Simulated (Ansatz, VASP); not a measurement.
# Bi in VASP and in Ansatz

```
Bi
1.0
     4.53900    0.00000    0.00000
    -2.26950    3.93089    0.00000
     0.00000    0.00000   12.06558
Bi
2
Cartesian
  0.0000 2.6206 3.0164
  2.2695 1.3103 9.0492
```

Change from the starting cell: zz strain of +2 %, PAW files.

Alike in both runs: task electric field gradients; functional PBEsol; k mesh 9 × 9 × 3; occupations fermi-dirac, width 0.08 eV; no spin polarisation.

|  | VASP | Ansatz |
| --- | --- | --- |
| version | VASP 6.6.1 | Ansatz 0.2.0 |
| potentials or method | VASP PAW PBE potentials, release 64 (Bi_d) | PAW with Ansatz's default frozen-core files, scalar-relativistic |
| plane-wave cutoff (eV) | 520 | 420 |
| valence electrons in the cell | 30 | 30 |

|  | VASP | Ansatz | Ansatz less VASP |
| --- | --- | --- | --- |
| pressure (GPa) | -3.4 | -3.4 | +0.02 |
| traceless stress, the component that is largest in VASP (GPa) | 3.07 | 3.07 | 0.000 |
| size of Vzz on the site where it differs most (V/Å²) | 231.0 | 230.6 | -0.42 |

VASP's potentials were made for PBE, not for PBEsol. The functional is the same, so the differences come from potentials, cutoffs and numerics.

Neither program's run includes spin-orbit coupling.
